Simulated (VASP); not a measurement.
NaH, 2 atoms in the cell. Symmetry: Fm-3m, No. 225, cubic system. The conventional cell has a = 4.795 Å, b = 4.795 Å, c = 4.795 Å, α = 90.00°, β = 90.00°, γ = 90.00°. Na (site symmetry m-3m) has 6 H at 2.40 Å within 3.2 Å. H (site symmetry m-3m) has 6 Na at 2.40 Å within 3.2 Å. 

| Property | Result |
| --- | --- |
| Program | VASP 6.6.1 |
| Task | single point |
| Functional | HSE06 |
| Potentials or basis | VASP PAW PBE potentials, release 64 (Na_pv, H) |
| Cutoff | 520 eV |
| k mesh | 6 × 6 × 6 |
| Occupations | gaussian, width 0.01 eV |
| Spin | no spin polarisation |
| Dipole correction | no |
| Grid for exact exchange (PRECFOCK) | Normal |
| Further INCAR settings | ALGO = Normal; EDIFF = 1e-06; NBANDS = 11 |
| Share of exact exchange | 0.25 |
| Screening parameter | 0.2079 1/Å |

Potentials or basis: VASP PAW PBE potentials, release 64 (Na_pv, H).

Launch:

```sh
$ cat potpaw_PBE.64/Na_pv/POTCAR potpaw_PBE.64/H/POTCAR > POTCAR
$ cp INCAR.step1 INCAR
$ mpirun -np 1 vasp_std > vasp.out
$ cp INCAR.step2 INCAR
$ mpirun -np 1 vasp_std > vasp.out
```

Hardware: 1 thread of Oxide Virtual Turin-like Processor, with other jobs on the host.

**Question.** Estimate the wall time of this run.

**Answer.** Run time: 12 min on 1 thread of Oxide Virtual Turin-like Processor, with other jobs on the host, peak memory 0.22 GiB. Counts: k points 16.
